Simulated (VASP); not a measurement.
Runs of VASP 6.6.1 on Cr. The structure is that of space group Pm-3m (No. 221), or close to it. The cells are those of the table. This isn't the form of Cr at room conditions, which is bcc.

```csv
cell,k mesh,gap on the mesh (eV),pressure (GPa)
"a = 2.385 Å, 1 atom",23 × 23 × 23,none,-9.9
"a = 2.308 Å, 1 atom",46 × 46 × 46,none,(b)
"a = 2.370 Å, 1 atom",23 × 23 × 23,none,-7.0
"a = 2.339 Å, 1 atom",23 × 23 × 23,none,-0.1
"a = 2.324 Å, 1 atom",23 × 23 × 23,none,(a)
```

Alike in all rows: task single point; level PBE; potentials or basis VASP PAW PBE potentials, release 64 (Cr_pv); no spin polarisation; cutoff (eV) 500; smearing fermi-dirac 0.0612256 eV.

Fill in the values left out.

(a) 3.9; (b) 8.3.

Caveats: the run has no spin polarisation, though such a crystal can be magnetic; the cell stands under tension (at least some runs); the cell stands under pressure (at least some runs).

A gap of «none» marks levels without a gap at the run's occupations.
